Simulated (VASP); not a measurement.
Crystal: BiB.

```xyz
2
Lattice="0.0000 2.7449 2.7449 2.7449 0.0000 2.7449 2.7449 2.7449 0.0000" Properties=species:S:1:pos:R:3 pbc="T T T"
B     0.0000    0.0000    0.0000
Bi    1.3724    1.3724    1.3724
```

Base run:

| Quantity | Value |
| --- | --- |
| Program | VASP 6.6.1 |
| Functional | r2SCAN |
| Potentials or basis | VASP PAW PBE potentials, release 64 (B, Bi_d) |
| Cutoff | 520 eV |
| k mesh | 6 × 6 × 6 |
| Occupations | gaussian, width 0.01 eV |
| Spin | no spin polarisation |

Its results: band gap on the k mesh 0.40 eV; pressure -0.2 GPa.

Q: The run is repeated on the same cell with these changes: functional from r2SCAN to PBE; further incar settings from ALGO = Normal; EDIFF = 1e-06; NBANDS = 16 to ALGO = Normal; EDIFF = 1e-07; NBANDS = 16. What comes out?

A: Band gap on the k mesh 0.28 eV; pressure 1.1 GPa.

Caveats: the structure was generated, so it needn't be the stable form of BiB; spin-orbit coupling is left out, which moves the levels of the heavy elements; the PAW data sets were made with another functional, which shifts forces and pressure a little (at least some runs).

A k mesh can miss the band edges.
